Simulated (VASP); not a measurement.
Set up this calculation in VASP 6.6.1, as the native input.

```yaml
Task: single point
Functional: r2SCAN
Potentials_or_basis: VASP PAW PBE potentials, release 64 (In_d, P)
Cutoff: 520 eV
k_mesh: 14 × 14 × 14
Occupations: fermi-dirac, width 0.05 eV
Spin: no spin polarisation
Dipole_correction: no
Further_INCAR_settings: ALGO = Normal; EDIFF = 1e-06; NBANDS = 16
```

The system is InP (rocksalt type).

```
In P
1.0
     0.00000    2.36795    2.36795
     2.36795    0.00000    2.36795
     2.36795    2.36795    0.00000
In P
1 1
Cartesian
  0.0000 0.0000 0.0000
  2.3679 2.3679 2.3679
```

The input as run:

POSCAR

```
InP
1.0
    0.0000000000      2.3679452243      2.3679452243
    2.3679452243      0.0000000000      2.3679452243
    2.3679452243      2.3679452243      0.0000000000
In P
1 1
Direct
    0.0000000000      0.0000000000      0.0000000000
    0.5000000000      0.5000000000      0.5000000000
```

INCAR.step1

```
SYSTEM = InP
ALGO = Normal
EDIFF = 1E-4
ENCUT = 520
GGA = PE
ISMEAR = -1
LASPH = .TRUE.
LCHARG = .FALSE.
LREAL = .FALSE.
LWAVE = .TRUE.
NBANDS = 16
NELM = 80
PREC = Accurate
SIGMA = 0.05
```

INCAR.step2

```
SYSTEM = InP
ALGO = Normal
EDIFF = 1E-6
ENCUT = 520
ISIF = 2
ISMEAR = -1
ISTART = 1
LASPH = .TRUE.
LCHARG = .FALSE.
LMIXTAU = .TRUE.
LREAL = .FALSE.
LWAVE = .FALSE.
METAGGA = R2SCAN
NBANDS = 16
NELM = 80
PREC = Accurate
SIGMA = 0.05
```

KPOINTS

```
k-points
0
G
  14 14 14
  0 0 0
```

Potentials or basis: VASP PAW PBE potentials, release 64 (In_d, P).

The run is started by

```sh
$ cat potpaw_PBE.64/In_d/POTCAR potpaw_PBE.64/P/POTCAR > POTCAR
$ cp INCAR.step1 INCAR
$ mpirun -np 1 vasp_std > vasp.out
$ cp INCAR.step2 INCAR
$ mpirun -np 1 vasp_std > vasp.out
```

Results of the run:

* Pressure: 104.3 GPa
* Band gap on the k mesh: zero (bands 9 and 10 overlap by 2.18 eV)

Caveat: the cell stands under pressure; the PAW data sets were made with another functional, which shifts forces and pressure a little; spin-orbit coupling is left out, which moves the levels of the heavy elements.

Run time: 6.1 min on 1 thread of Intel Xeon 8259CL (shared host), peak memory 0.19 GiB.
